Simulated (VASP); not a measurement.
Runs of VASP 6.6.1 on ZrTa3Nb. The structure is that of space group Pm-3m (No. 221), or close to it. The cells are those of the table. 

```tsv
task	cell	k mesh	cutoff (eV)	gap on the mesh (eV)	pressure (GPa)	relaxed volume (Å³/atom)
relaxation of cell and atoms	relaxed from a = 4.835 Å, 5 atoms	8 × 8 × 8	600	none	0.0	22.47
single point	a = 4.835 Å, 5 atoms	4 × 4 × 4	520	none	0.4	-
single point	a = 4.821 Å, 5 atoms	8 × 8 × 8	520	none	(a)	-
single point	a = 4.270 Å, 5 atoms	4 × 4 × 4	520	none	(b)	-
relaxation of cell and atoms	relaxed from a = 4.270 Å, 5 atoms	4 × 4 × 4	600	none	0.2	22.64
```

Alike in all rows: level PBE; potentials or basis VASP PAW PBE potentials, release 64 (Zr_sv, Ta_pv, Nb_sv); no spin polarisation; smearing gaussian 0.1 eV.

Q: Fill in the values left out.

A: (a) 0.3; (b) 93.8.

Caveats: some runs use coarse meshes; spin-orbit coupling is left out, which moves the levels of the heavy elements; the volume moved by over 15 % at a fixed basis, so the end points are rough (at least some runs).

A k mesh can miss the band edges, and the runs leave out spin-orbit coupling on Nb, Ta, Zr.

A gap of «none» marks levels without a gap at the run's occupations.
